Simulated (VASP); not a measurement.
# Cr (Im-3m) in VASP: a series of runs, part 2 of 2

VASP 6.6.1. The steps go on from the part before.

## 3. Relaxation of cell and atoms, PBEsol

This run uses another cell than the first one, of 11.55 Å³/atom.

INCAR reads:

```
SYSTEM = Cr
PREC = Accurate
ENCUT = 500
EDIFF = 1E-7
ISMEAR = 0
SIGMA = 0.1
LREAL = .False.
LASPH = .True.
NELM = 120
ALGO = Normal
ISIF = 3
LWAVE = .False.
LCHARG = .False.
GGA = PS
IBRION = 2
NSW = 70
EDIFFG = -0.005
GGA_COMPAT = .False.
NELMIN = 4
```

KPOINTS reads:

```
regular mesh
0
Gamma
  20 20 20
  0 0 0
```

POSCAR reads:

```
Cr
1.0
   -1.4239150034      1.4239150034      1.4239150034
    1.4239150034     -1.4239150034      1.4239150034
    1.4239150034      1.4239150034     -1.4239150034
Cr
1
Direct
    0.0000000000      0.0000000000      0.0000000000
```

Potentials or basis: VASP PAW PBE potentials, release 64 (Cr_pv).

Run with:

```sh
$ cat potpaw_PBE.64/Cr_pv/POTCAR > POTCAR
$ mpirun -np 1 vasp_std > vasp.out
```

OUTCAR:

```text
SYSTEM = Cr
   PREC = Accurate
   ENCUT = 500
   EDIFF = 1E-7
   ISMEAR = 0
   LREAL = .False.
   LASPH = .True.
   NELM = 120
   ISIF = 3
   GGA = PS
   IBRION = 2
   NSW = 70
   EDIFFG = -0.005
   NELMIN = 4

 ion  position               nearest neighbor table
   1  0.000  0.000  0.000-

  LATTYP: Found a body centered cubic cell.
 ALAT       =     2.8478300068

  Lattice vectors:

 A1 = (  -1.4239150034,   1.4239150034,   1.4239150034)
 A2 = (   1.4239150034,  -1.4239150034,   1.4239150034)
 A3 = (   1.4239150034,   1.4239150034,  -1.4239150034)

Analysis of symmetry for initial positions (statically):
=====================================================================
 Subroutine PRICEL returns:
 Original cell was already a primitive cell.

 Routine SETGRP: Setting up the symmetry group for a
 body centered cubic supercell.

 Subroutine GETGRP returns: Found 48 space group operations
 (whereof 48 operations were pure point group operations)
 out of a pool of 48 trial point group operations.

The static configuration has the point symmetry O_h .

Analysis of symmetry for dynamics (positions and initial velocities):
=====================================================================
 Subroutine PRICEL returns:
 Original cell was already a primitive cell.

 Routine SETGRP: Setting up the symmetry group for a
 body centered cubic supercell.

 Subroutine GETGRP returns: Found 48 space group operations
 (whereof 48 operations were pure point group operations)
 out of a pool of 48 trial point group operations.

The dynamic configuration has the point symmetry O_h .

 Subroutine INISYM returns: Found 48 space group operations
 (whereof 48 operations are pure point group operations),
 and found     1 'primitive' translations

----------------------------------------------------------------------------------------

                                     Primitive cell

  volume of cell :      11.5481

  direct lattice vectors                    reciprocal lattice vectors
    -1.423915003  1.423915003  1.423915003     0.000000000  0.351144555  0.351144555
     1.423915003 -1.423915003  1.423915003     0.351144555  0.000000000  0.351144555
     1.423915003  1.423915003 -1.423915003     0.351144555  0.351144555  0.000000000

  length of vectors
     2.466293132  2.466293132  2.466293132     0.496593392  0.496593392  0.496593392

  position of ions in fractional coordinates (direct lattice)
     0.000000000  0.000000000  0.000000000

  ion indices of the primitive-cell ions
   primitive index   ion index
                 1           1

----------------------------------------------------------------------------------------

 KPOINTS: regular mesh

Automatic generation of k-mesh.
 Grid dimensions read from file:
 generate k-points for:   20   20   20

 Generating k-lattice:

[... 45 lines left out ...]
   total plane-waves  NPLWV =   5832
   dimension x,y,z NGX =    18 NGY =   18 NGZ =   18
   dimension x,y,z NGXF=    36 NGYF=   36 NGZF=   36
   ions per type =               1
   NGX,Y,Z   is equivalent  to a cutoff of  12.13, 12.13, 12.13 a.u.
   NGXF,Y,Z  is equivalent  to a cutoff of  24.27, 24.27, 24.27 a.u.
 SYSTEM =  Cr
   PREC   = accura    normal or accurate (medium, high low for compatibility)
   ISTART =      0    job   : 0-new  1-cont  2-samecut
   ICHARG =      2    charge: 1-file 2-atom 10-const
   ISPIN  =      1    spin polarized calculation?
   LNONCOLLINEAR =      F non collinear calculations
   LSORBIT =      F    spin-orbit coupling
   LASPH  =      T    aspherical Exc in radial PAW
   ENCUT  =  500.0 eV  36.75 Ry    6.06 a.u.   4.50  4.50  4.50*2*pi/ulx,y,z
   NELM   =    120;   NELMIN=  4; NELMDL= -5     # of ELM steps
   EDIFF  = 0.1E-06   stopping-criterion for ELM
   LREAL  =      F    real-space projection
   EDIFFG = -.5E-02   stopping-criterion for IOM
   NSW    =     70    number of steps for IOM
   IBRION =      2    ionic relax: 0-MD 1-quasi-New 2-CG
   NFREE  =      1    steps in history (QN), initial steepest desc. (CG)
   ISIF   =      3    stress and relaxation
   ISYM   =      2    0-nonsym 1-usesym 2-fastsym
   POTIM  = 0.5000    time-step for ionic-motion
   TEBEG  =    0.0;   TEEND  =   0.0 temperature during run
   PSTRESS=    0.0 pullay stress
   NELECT =      12.0000    total number of electrons
   NUPDOWN=      -1.0000    fix difference up-down
   EMIN   =  10.00;   EMAX   =-10.00  energy-range for DOS
   EFERMI =   0.00;   METHOD = LEGACY
   ISMEAR =     0;   SIGMA  =   0.10  broadening in eV -4-tet -1-fermi 0-gaus
   EFERMI_NEDOS =   21; number of points for ismear=-14 and -15
   IALGO  =     38    algorithm
   IMIX   =      4    mixing-type and parameters
     AMIX     =   0.40;   BMIX     =  1.00
     AMIX_MAG =   1.60;   BMIX_MAG =  1.00
  volume/ion in A,a.u.               =      11.55        77.93
  Fermi-wavevector in a.u.,A,eV,Ry     =   1.658178  3.133502 37.409963  2.749555
  Thomas-Fermi vector in A             =   2.745804
   LORBIT       =      0    0 simple, 1 ext, 2 COOP (PROOUT), +10 PAW based schemes
   GGA     = PS    functional components
   LHFCALC =     F    Hartree Fock is set to
   AEXX    =    0.0000 exact exchange contribution
   IVDW    =     0    specifies the selected vdW correction
   LEPSILON=     F    determine dielectric tensor
   LRPA    =     F    only Hartree local field effects (RPA)
 conjugate gradient relaxation of ions
 non-spin polarized calculation
 Gauss-broadening in eV      SIGMA  =   0.10
  energy-cutoff  :      500.00
  volume of cell :       11.55
 maximum number of plane-waves:       321
 NGX is ok and might be reduce to    18
   NGX =  9   NGY =  9   NGZ =  9

--------------------------------------- Ionic step        1  -------------------------------------------

 number of electron      11.9999994 magnetization

 Free energy of the ion-electron system (eV)
  ---------------------------------------------------
  ext. energy  EPLUGINS =         0.00000000
  ---------------------------------------------------
  free energy    TOTEN  =       -10.23209522 eV

  energy without entropy =      -10.22865301  energy(sigma->0) =      -10.23037412

------------------------ aborting loop because EDIFF is reached ----------------------------------------

  FORCE on cell =-STRESS in cart. coord.  units (eV):
  Direction    XX          YY          ZZ          XY          YZ          ZX
  --------------------------------------------------------------------------------------
  -------------------------------------------------------------------------------------
  Total       -0.7217149     -0.7217149     -0.7217149      0.0000000      0.0000000      0.0000000
  in kB     -100.1299678   -100.1299678   -100.1299678      0.0000000      0.0000000      0.0000000
  external PRESSURE =    -100.1299678 kB  Pullay stress =       0.0000000 kB
[... 92 lines left out ...]
--------------------------------------- Ionic step        4  -------------------------------------------

 number of electron      12.0000013 magnetization

 Free energy of the ion-electron system (eV)
  ---------------------------------------------------
  ext. energy  EPLUGINS =         0.00000000
  ---------------------------------------------------
  free energy    TOTEN  =       -10.24589011 eV

  energy without entropy =      -10.24264484  energy(sigma->0) =      -10.24426748

 E-fermi :  11.3935     XC(G=0): -14.0590

 val. band max:       11.3894605289   @ k =   0.1000   0.0500   0.0500
 cond. band min:      11.4120182032   @ k =   0.4500   0.1000  -0.0000
 fundamental gap:      0.0225576743
 Fermi energy:        11.3935382983

 k-point     1 :       0.0000    0.0000    0.0000
  band No.  band energies     occupation
      1     -31.1511      2.00000
      2     -31.1511      2.00000
      3     -31.1511      2.00000
      4       3.3565      2.00000
      5      10.4162      2.00000
      6      10.4162      2.00000
      7      10.4162      2.00000
      8      12.5461      0.00000
      9      12.5461      0.00000
     10      18.4860      0.00000
[... 287 lines left out ...]
 k-point    24 :       0.2500    0.1000    0.0000
  band No.  band energies     occupation
      1     -31.8577      2.00000
      2     -31.3775      2.00000
      3     -31.1913      2.00000
      4       6.5963      2.00000
      5       9.3030      2.00000
      6       9.8716      2.00000
      7      12.1616      0.00000
      8      12.8528      0.00000
      9      13.2431      0.00000
     10      18.4856      0.00000

 [... further k-points ...]

------------------------ aborting loop because EDIFF is reached ----------------------------------------

  FORCE on cell =-STRESS in cart. coord.  units (eV):
  Direction    XX          YY          ZZ          XY          YZ          ZX
  --------------------------------------------------------------------------------------
  -------------------------------------------------------------------------------------
  Total        0.0015835      0.0015835      0.0015835      0.0000000     -0.0000000      0.0000000
  in kB        0.2281646      0.2281646      0.2281646      0.0000000     -0.0000000      0.0000000
  external PRESSURE =       0.2281646 kB  Pullay stress =       0.0000000 kB
[... 16 lines left out ...]
  FREE ENERGIE OF THE ION-ELECTRON SYSTEM (eV)
  ---------------------------------------------------
  free  energy   TOTEN  =       -10.2458901090 eV

  energy  without entropy=      -10.2426448449  energy(sigma->0) =      -10.24426748

 reached required accuracy - stopping structural energy minimisation
```

OSZICAR:

```text
N       E                     dE             d eps       ncg     rms          rms(c)
DAV:   1     0.718461088620E+02    0.71846E+02   -0.73186E+03  5128   0.140E+03
DAV:   2    -0.108529596627E+02   -0.82699E+02   -0.80579E+02  5180   0.321E+02
DAV:   3    -0.121222556961E+02   -0.12693E+01   -0.12429E+01  5536   0.477E+01
[... 31 lines left out ...]
DAV:   2    -0.102458939712E+02    0.13984E-03   -0.68962E-04  5148   0.391E-01    0.185E-02
DAV:   3    -0.102458911714E+02    0.27998E-05   -0.45437E-06  5346   0.359E-02    0.999E-03
DAV:   4    -0.102458903288E+02    0.84262E-06   -0.14666E-06  5282   0.173E-02    0.131E-03
DAV:   5    -0.102458901693E+02    0.15952E-06   -0.29019E-08  2828   0.295E-03    0.462E-04
DAV:   6    -0.102458901090E+02    0.60284E-07   -0.37311E-09  2560   0.928E-04
   4 F= -.10245890E+02 E0= -.10244267E+02  d E =-.137949E-01
```

CONTCAR:

```text
Cr
   1.00000000000000
    -1.4060625620433376    1.4060625620433376    1.4060625620433376
     1.4060625620433376   -1.4060625620433376    1.4060625620433376
     1.4060625620433376    1.4060625620433376   -1.4060625620433376
  Cr
     1
Direct
     0.0000000000000000    1.0000000000000000    1.0000000000000000

  0.00000000E+00  0.00000000E+00  0.00000000E+00
```

Run time: 51 s. Hardware: 1 thread of Intel Xeon Platinum 8259CL at 2.50GHz (Skylake/Cascade Lake), shared host; peak memory 0.15 GiB.

Results:

```yaml
Free_energy: -10.2459 eV
Relaxed_volume: 11.12 Å³/atom
Relaxed_cell: a = 2.435 Å, b = 2.435 Å, c = 2.435 Å, α = 109.47°, β = 109.47°, γ = 109.47°
Space_group_after_relaxing_to_0.1_Å: Im-3m (No. 229)
Energy_gained_by_relaxing: 13.8 meV/atom
Ionic_steps: 4
Pressure_after_relaxing: 0.0 GPa
Band_gap_on_the_k_mesh: zero (bands 6 and 7 overlap by 3.56 eV)
```

Step by step:
| step | energy change (eV) | largest force (eV/Å) | pressure (GPa) | volume (Å³) |
| --- | --- | --- | --- | --- |
| 1 | 0.0000 | 0.0000 | -10.01 | 11.55 |
| 2 | 0.0353 | 0.0000 | 22.67 | 10.38 |
| 3 | -0.0138 | 0.0000 | -0.27 | 11.13 |
| 4 | -0.0138 | 0.0000 | 0.02 | 11.12 |

Final structure:
```yaml
crystal:
  lattice:
    - [-1.40606, 1.40606, 1.40606]
    - [1.40606, -1.40606, 1.40606]
    - [1.40606, 1.40606, -1.40606]
  atoms:
    - { symbol: Cr, position: [0.00000, 0.00000, 0.00000] }
```

Levels at points of the mesh, in eV from the Fermi level:
| k point | band 4 | band 5 | band 6 | band 7 | band 8 | band 9 |
| --- | --- | --- | --- | --- | --- | --- |
| (0.00, 0.00, 0.00) | -8.04 | -0.98 | -0.98 | -0.98 | 1.15 | 1.15 |
| (0.50, 0.00, 0.00) | -4.67 | -2.62 | 1.17 | 1.19 | 1.52 | 3.00 |
| (0.50, 0.50, 0.50) | -4.61 | -4.61 | 2.59 | 2.59 | 2.59 | 7.09 |

Caveat: the PAW data sets were made with another functional, which shifts forces and pressure a little; the run has no spin polarisation, though such a crystal can be magnetic. Spin polarisation is off, so any magnetic state and its effect on volume and gap are missing.

The gap in the log of VASP goes by the Fermi energy; the results here count the filled bands.